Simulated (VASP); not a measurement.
Here is a VASP 6.6.1 calculation.

Contents of INCAR:

```
SYSTEM = Zr
PREC = Accurate
ENCUT = 520
EDIFF = 1E-6
ISMEAR = -1
SIGMA = 0.1
LREAL = .FALSE.
LASPH = .TRUE.
NELM = 100
ALGO = Normal
ISIF = 2
LWAVE = .FALSE.
LCHARG = .FALSE.
NBANDS = 19
```

Contents of KPOINTS:

```
regular mesh
0
G
  19 19 10
  0 0 0
```

Contents of POSCAR:

```
Zr
1.0
    3.1014746409      0.0000000000      0.0000000000
   -1.5507373204      2.6859558282      0.0000000000
    0.0000000000      0.0000000000      5.0206792407
Zr
2
Direct
    0.3333333333      0.6666666667      0.2500000000
    0.6666666667      0.3333333333      0.7500000000
```

Potentials or basis: VASP PAW LDA potentials, release 64 (Zr_sv).

The run is started by

```sh
$ cat potpaw_LDA.64/Zr_sv/POTCAR > POTCAR
$ mpirun -np 1 vasp_std > vasp.out
```

Task: Estimate the pressure.

Result: 4.7 GPa.

Task: Estimate the band gap on the k mesh.

Result: Zero (bands 12 and 13 overlap by 1.24 eV).

Stress tensor (GPa, compression positive):
```
4.43 0.00 0.00
0.00 4.43 0.00
0.00 0.00 5.22
```

Caveat: the cell stands under pressure.
